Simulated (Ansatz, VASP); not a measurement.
## One calculation of Ti5W, two programs

INCAR

```
SYSTEM = Ti5W
PREC = Accurate
ENCUT = 520
EDIFF = 1E-6
ISMEAR = 0
SIGMA = 0.1
LREAL = .False.
LASPH = .True.
NELM = 60
ALGO = Fast
ISIF = 2
LWAVE = .False.
LCHARG = .True.
GGA = PE
LELF = .True.
LVHAR = .True.
NBANDS = 46
```

Contents of KPOINTS:

```
Automatic mesh
0
Gamma
  14 14 4
  0 0 0
```

The input POSCAR:

```
Ti5W
1.0
    2.7420050805      0.0000000000      0.0000000000
    0.0000000000      2.7420050805      0.0000000000
    0.0000000000      0.0000000000     13.5286156010
Ti W
5 1
Direct
    0.0000000000      0.0000000000      0.6646819676
    0.5000000000      0.5000000000      0.8319884448
    0.5000000000      0.5000000000      0.1680115552
    0.0000000000      0.0000000000      0.3353180324
    0.5000000000      0.5000000000      0.5000000000
    0.0000000000      0.0000000000      0.0000000000
```

Input for Ansatz:

```yaml
crystal:
  lattice:
    - [2.7420050805, 0.0, 0.0]
    - [0.0, 2.7420050805, 0.0]
    - [0.0, 0.0, 13.528615601]
  atoms:
    - { symbol: Ti, position: [0.0, 0.0, 0.6646819676] }
    - { symbol: Ti, position: [0.5, 0.5, 0.8319884448] }
    - { symbol: Ti, position: [0.5, 0.5, 0.1680115552] }
    - { symbol: Ti, position: [0.0, 0.0, 0.3353180324] }
    - { symbol: Ti, position: [0.5, 0.5, 0.5] }
    - { symbol: W, position: [0.0, 0.0, 0.0] }
basis:
  ecutwfc: 420
kpoints:
  mp_grid: { grid: [14, 14, 4] }
  band_path:
    path:
      - [[0.0, 0.0, 0.0], [0.0, 0.5, 0.0], [0.5, 0.5, 0.0], [0.0, 0.0, 0.0], [0.0, 0.0, 0.5], [0.0, 0.5, 0.5], [0.5, 0.5, 0.5], [0.0, 0.0, 0.5]]
      - [[0.0, 0.5, 0.0], [0.0, 0.5, 0.5]]
      - [[0.5, 0.5, 0.0], [0.5, 0.5, 0.5]]
    npoints: 14
hamiltonian:
  xc: pbe
scf:
  occupations: { method: gaussian, width: 0.1 }
  n_extra_bands: 15
output:
  forces: true
  stress: true
  eigenvalues: true
  populations: true
  dos: { projected: true, de: 0.02, nscf_kmesh: { grid: [17, 17, 5] } }
  bader: true
  write_density: true
  write_potential: true
  elf: true
  volumetric_format: npy
```

Alike in both runs: task single point; functional PBE; k mesh 14 × 14 × 4; occupations gaussian, width 0.1 eV; no spin polarisation.

|  | VASP | Ansatz |
| --- | --- | --- |
| version | VASP 6.6.1 | Ansatz 0.2.0 |
| potentials or method | VASP PAW PBE potentials, release 64 (Ti_sv, W_sv), cutoff 520 eV | scalar-relativistic, plane waves, PAW |
| valence electrons in the cell | 74 | 74 |

|  | VASP | Ansatz | Ansatz less VASP |
| --- | --- | --- | --- |
| gap on the k mesh at the Fermi level (eV) | none | none | - |
| pressure (GPa) | -0.3 | 0.0 | +0.25 |
| traceless stress, the component that is largest in VASP (GPa) | -0.06 | 0.01 | +0.066 |

A gap of «none» marks a metal or a gap that the smearing closes.

Neither program's run includes spin-orbit coupling.
